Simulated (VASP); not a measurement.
Crystal: NaCl.

```
CELL_PARAMETERS angstrom
0.00000 2.80273 2.80273
2.71669 0.00000 2.80273
2.71669 2.80273 0.00000
ATOMIC_POSITIONS crystal
Na 0.00000 0.00000 0.00000
Cl 0.50000 0.50000 0.50000
```

This cell differs from its parent crystal: uniaxial x strain -3.1%.

Base run:

- Program: VASP 6.6.1
- Functional: PBE
- Potentials or basis: VASP PAW PBE potentials, release 64 (Na_pv, Cl)
- Cutoff: 520 eV
- k mesh: 8 × 8 × 8
- Occupations: fermi-dirac, width 0.02 eV
- Spin: no spin polarisation

Its results: band gap on the k mesh 5.30 eV; pressure 2.3 GPa.

Problem. The run is repeated on the same cell with these changes: functional from PBE to r2SCAN; occupations from fermi-dirac, width 0.02 eV to gaussian, width 0.01 eV. What comes out?

Solution. Band gap on the k mesh 6.13 eV; pressure 0.8 GPa.

Caveats: the PAW data sets were made with another functional, which shifts forces and pressure a little (at least some runs).

